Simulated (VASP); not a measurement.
Set up this calculation in VASP 6.6.1, as the native input.

- Task: single point
- Functional: PBEsol
- Potentials or basis: VASP PAW PBE potentials, release 64 (La)
- Cutoff: 520 eV
- k mesh: 8 × 8 × 8
- Occupations: fermi-dirac, width 0.1 eV
- Spin: no spin polarisation
- Dipole correction: no
- Further INCAR settings: ALGO = Normal; EDIFF = 1e-07; NBANDS = 18

The structure of La lies in POSCAR:

```
La
1.0
    0.0000000000      3.2839129814      3.2839129814
    3.2839129814      0.0000000000      3.2839129814
    3.2839129814      3.2839129814      0.0000000000
La
2
Direct
    0.1250000000      0.1250000000      0.1250000000
    0.8750000000      0.8750000000      0.8750000000
```

One way to write it, as run:

INCAR

```
ALGO     = Normal         # electronic algorithm
EDIFF    = 1E-7           # SCF threshold, eV
ENCUT    = 520            # plane-wave cutoff, eV
GGA      = PS             # functional
ISIF     = 2              # what is computed and relaxed
ISMEAR   = -1             # smearing method
LASPH    = True           # aspherical terms in the spheres
LCHARG   = True           # write CHGCAR
LELF     = True           # ELF
LREAL    = False          # projectors in reciprocal space
LVHAR    = True         
LWAVE    = False          # write WAVECAR
NBANDS   = 18             # bands
NELM     = 60             # most SCF steps
PREC     = Accurate       # precision mode
SIGMA    = 0.1            # smearing width, eV
```

KPOINTS

```
k-points
0
Gamma
  8 8 8
```

Potentials or basis: VASP PAW PBE potentials, release 64 (La).

Command:

```sh
$ cat potpaw_PBE.64/La/POTCAR > POTCAR
$ mpirun -np 1 vasp_std > vasp.out
```

Results of the run:

```yaml
Pressure: 0.0 GPa
Band_gap_on_the_k_mesh: zero (band 11 reaches 7.89 eV, above the bottom of band 12 at 7.59 eV)
```

Caveat: the PAW data sets were made with another functional, which shifts forces and pressure a little; spin-orbit coupling is left out, which moves the levels of the heavy elements.

Run time: 23 s on 1 thread of Intel(R) Xeon(R) Platinum 8481C CPU @ 2.70GHz (Sapphire Rapids) (shared host), peak memory 0.22 GiB.
